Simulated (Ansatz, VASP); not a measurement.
## AgBr: VASP beside Ansatz

```
Ag Br
1.0
     0.00000    2.88079    2.88079
     2.88079    0.00000    2.88079
     2.88079    2.88079    0.00000
Ag Br
1 1
Direct
  0.50000 0.50000 0.50000
  0.00000 0.00000 0.00000
```

Alike in both runs: task single point; functional PBE; k mesh 10 × 10 × 10; occupations gaussian, width 0.05 eV; no spin polarisation.

|  | VASP | Ansatz |
| --- | --- | --- |
| version | VASP 6.6.1 | Ansatz 0.2.0 |
| potentials or method | VASP PAW PBE potentials, release 64 (Ag, Br), cutoff 500 eV | scalar-relativistic, plane waves, PAW |
| valence electrons in the cell | 18 | 26 |

VASP gave:

| Quantity | Value |
| --- | --- |
| gap on the k mesh at the Fermi level (eV) | 0.67 |
| least direct gap on the mesh (eV) | 2.57 |
| pressure (GPa) | 1.7 |

Estimate Ansatz's values.

gap on the k mesh at the Fermi level (eV): 0.67; least direct gap on the mesh (eV): 2.57; pressure (GPa): 1.8.

With one functional, cell and mesh, what is left measures potentials, basis and numerics. VASP's potentials hold 18 valence electrons a cell and Ansatz's 26, so a difference there can come from the potentials and not from the codes.
